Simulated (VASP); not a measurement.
The system is ZnO.

```
CELL_PARAMETERS angstrom
3.24940 0.00000 0.00000
-1.62470 2.81406 0.00000
0.00000 0.00000 5.20380
ATOMIC_POSITIONS crystal
Zn 0.33333 0.66667 0.00000
Zn 0.66667 0.33333 0.50000
O 0.33333 0.66667 0.38210
O 0.66667 0.33333 0.88210
```

* Program: VASP 6.6.1
* Task: relaxation of cell and atoms
* Functional: LDA
* Potentials or basis: VASP PAW LDA potentials, release 64 (Zn, O)
* Cutoff: 600 eV
* k mesh: 12 × 12 × 6
* Occupations: gaussian, width 0.02 eV
* Spin: no spin polarisation

At the start: pressure -6.2 GPa; volume 11.90 Å³/atom.

**Question.** How do energy, volume and symmetry change on relaxing?

**Answer.** Over 11 steps the energy falls by 10.2 meV/atom and the volume is 11.40 Å³/atom (-4.1 %); space group P6_3mc (No. 186, to 0.1 Å) before and after.

The path:
| step | energy change (eV) | largest force (eV/Å) | pressure (GPa) | volume (Å³) |
| --- | --- | --- | --- | --- |
| 1 | 0.0000 | 0.0407 | -6.23 | 47.58 |
| 2 | -0.0249 | 0.0391 | 4.32 | 44.47 |
| 3 | -0.0400 | 0.0392 | -0.03 | 45.61 |
| 4 | -0.0400 | 0.0391 | 0.15 | 45.57 |
| 5 | -0.0403 | 0.0246 | 0.14 | 45.57 |
| 6 | -0.0407 | 0.0208 | 0.14 | 45.58 |
| 7 | -0.0409 | 0.0048 | -0.04 | 45.62 |
| 8 | -0.0409 | 0.0001 | -0.08 | 45.63 |
| 9 | -0.0409 | 0.0008 | -0.07 | 45.64 |
| 10 | -0.0409 | 0.0011 | -0.07 | 45.64 |
| 11 | -0.0409 | 0.0027 | -0.01 | 45.62 |

Final structure:
```
Zn O
1.0
     3.19391    0.00000    0.00000
    -1.59695    2.76601    0.00000
     0.00000    0.00000    5.16345
Zn O
2 2
Direct
  0.33333 0.66667 0.00181
  0.66667 0.33333 0.50181
  0.33333 0.66667 0.38029
  0.66667 0.33333 0.88029
```
